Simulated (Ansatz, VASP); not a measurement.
# CdSe in VASP and in Ansatz

The input INCAR:

```
ALGO     = Normal         # electronic algorithm
EDIFF    = 1E-7           # SCF threshold, eV
ENCUT    = 520            # plane-wave cutoff, eV
GGA      = CA             # functional
ISIF     = 2              # what is computed and relaxed
ISMEAR   = 0              # smearing method
LASPH    = T              # aspherical terms in the spheres
LCHARG   = T              # write CHGCAR
LELF     = T              # ELF
LREAL    = F              # projectors in reciprocal space
LVHAR    = T            
LWAVE    = F              # write WAVECAR
NBANDS   = 16             # bands
NELM     = 100            # most SCF steps
PREC     = Accurate       # precision mode
SIGMA    = 0.01           # smearing width, eV
```

KPOINTS

```
k-points
0
Gamma
  6 6 6
```

Contents of POSCAR:

```
CdSe
1.0
    2.9889737080      2.9889737080      0.0000000000
   -2.9889737080      2.9889737080      0.0000000000
    0.0000000000      2.9889737080      3.0244952821
Cd Se
1 1
Direct
    0.0000000000      0.0000000000      0.0000000000
    0.7500000000      0.2500000000      0.5000000000
```

Input for Ansatz:

```yaml
crystal:
  lattice:
    - [2.98897370804, 2.98897370804, 0.0]
    - [-2.98897370804, 2.98897370804, 0.0]
    - [0.0, 2.98897370804, 3.02449528207]
  atoms:
    - { symbol: Cd, position: [0.0, 0.0, 0.0] }
    - { symbol: Se, position: [0.75, 0.25, 0.5] }
kpoints:
  mp_grid: { grid: [6, 6, 6] }
scf:
  occupations: { method: fixed }
  convergence: { dr2_threshold: 1.0e-10 }
hamiltonian:
  xc: lda
  pseudopotentials: { kind: all_electron, lapw: { basis_error: 0.0005 } }
output:
  forces: true
  stress: true
  eigenstates:
    kpoints:
      - [0.0, 0.0, 0.0]
      - [-0.5, -0.5, -0.5]
      - [-0.5, 0.5, 0.0]
      - [0.0, 0.0, -0.5]
      - [0.0, -0.5, -0.5]
      - [0.0, 0.5, 0.0]
      - [-0.5, 0.0, 0.0]
      - [-0.5, 0.0, -0.5]
  eigenvalues: true
```

Change from the starting cell: film at in-plane strain -0.005.

Alike in both runs: task single point; functional LDA; k mesh 6 × 6 × 6; no spin polarisation.

|  | VASP | Ansatz |
| --- | --- | --- |
| version | VASP 6.6.1 | Ansatz 0.2.0 |
| potentials or method | VASP PAW LDA potentials, release 64 (Cd, Se), cutoff 520 eV | all-electron LAPW, scalar-relativistic |
| occupations | gaussian, width 0.01 eV | fixed |

Ansatz gave:

| Item | Value |
| --- | --- |
| gap on the k mesh at the Fermi level (eV) | 0.39 |
| pressure (GPa) | 0.2 |
| traceless stress, the component that is largest in VASP (GPa) | -0.15 |

Task: What did VASP give for the same quantities?

Result: gap on the k mesh at the Fermi level (eV): 0.43; pressure (GPa): 0.7; traceless stress, the component that is largest in VASP (GPa): -0.15.

LDA's correlation is that of Perdew and Zunger in VASP and of Perdew and Wang (1992) in Ansatz. Ansatz ran all-electron here, and VASP with PAW potentials.
